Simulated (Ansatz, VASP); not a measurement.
# Ir: VASP beside Ansatz

File INCAR:

```
SYSTEM = Ir
PREC = Accurate ; ENCUT = 560
EDIFF = 1E-6 ; ISMEAR = 0
SIGMA = 0.1 ; LREAL = .FALSE.
LASPH = .TRUE. ; NELM = 120
ALGO = Normal ; ISIF = 2
LWAVE = .FALSE. ; LCHARG = .TRUE.
GGA = PS ; LELF = .TRUE.
LVHAR = .TRUE. ; NBANDS = 42
GGA_COMPAT = .FALSE.
```

Contents of KPOINTS:

```
Automatic mesh
0
G
  6 6 4
  0 0 0
```

POSCAR

```
Ir
1.0
    1.5276580251     -4.8460450948      0.0000000000
    1.5276580251      4.8460450948      0.0000000000
    0.0000000000      0.0000000000      4.0429861934
Ir
4
Direct
    0.0980000000      0.9020000000      0.9100000000
    0.5980000000      0.4020000000      0.5900000000
    0.9020000000      0.0980000000      0.0900000000
    0.4020000000      0.5980000000      0.4100000000
```

Input for Ansatz:

```yaml
crystal:
  lattice:
    - [1.5276580251, -4.8460450948, 0.0]
    - [1.5276580251, 4.8460450948, 0.0]
    - [0.0, 0.0, 4.0429861934]
  atoms:
    - { symbol: Ir, position: [0.098, 0.902, 0.91] }
    - { symbol: Ir, position: [0.598, 0.402, 0.59] }
    - { symbol: Ir, position: [0.902, 0.098, 0.09] }
    - { symbol: Ir, position: [0.402, 0.598, 0.41] }
basis:
  ecutwfc: 420
kpoints:
  mp_grid: { grid: [6, 6, 4] }
hamiltonian:
  xc: pbesol
scf:
  occupations: { method: gaussian, width: 0.1 }
  lower_state_search: "off"
output:
  forces: true
  stress: true
  eigenvalues: true
```

Alike in both runs: task single point; functional PBEsol; k mesh 6 × 6 × 4; occupations gaussian, width 0.1 eV; no spin polarisation.

```csv
,VASP,Ansatz
version,VASP 6.6.1,Ansatz 0.2.0
potentials or method,"VASP PAW PBE potentials, release 64 (Ir_sv_GW), cutoff 560 eV","scalar-relativistic, plane waves, PAW"
valence electrons in the cell,68,68
```

VASP gave:

| Quantity | Value |
| --- | --- |
| gap on the k mesh at the Fermi level (eV) | none |
| rms of the force components (eV/Å) | 13.722 |

Q: Estimate Ansatz's values.

A: gap on the k mesh at the Fermi level (eV): none; rms of the force components (eV/Å): 13.592.

VASP's potentials were made for PBE, not for PBEsol. Atom by atom the forces differ by 0.130 eV/Å (rms over components). A gap of «none» marks a metal or a gap that the smearing closes. The functional is the same, so the differences come from potentials, cutoffs and numerics.

The k mesh is coarse, so the values compare programs but aren't converged. Spin-orbit coupling is off throughout.
